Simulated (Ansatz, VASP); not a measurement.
## BeTe: VASP beside Ansatz

```
Be Te
1.0
     0.00000    2.80240    2.80240
     2.80240    0.00000    2.80240
     2.80240    2.80240    0.00000
Be Te
1 1
Direct
  0.00000 0.00000 0.00000
  0.25000 0.25000 0.25000
```

Alike in both runs: functional PBEsol; k mesh 8 × 8 × 8; occupations gaussian, width 0.02 eV; no spin polarisation.

Ansatz relaxed the structure, and its values are those at the end. VASP's run is a single point on that final structure, the one shown.

|  | VASP | Ansatz |
| --- | --- | --- |
| version | VASP 6.6.1 | Ansatz 0.2.0 |
| potentials or method | VASP PAW PBE potentials, release 64 (Be, Te), cutoff 600 eV | scalar-relativistic, plane waves, PAW |
| valence electrons in the cell | 8 | 18 |

|  | VASP | Ansatz | Ansatz less VASP |
| --- | --- | --- | --- |
| gap on the k mesh at the Fermi level (eV) | 1.82 | 1.84 | +0.019 |
| least direct gap on the mesh (eV) | 3.59 | 3.61 | +0.021 |
| pressure (GPa) | 0.3 | 0.0 | -0.26 |

VASP's potentials were made for PBE, not for PBEsol. VASP's potentials hold 8 valence electrons a cell and Ansatz's 18, so a difference there can come from the potentials and not from the codes.

Spin-orbit coupling is off throughout.
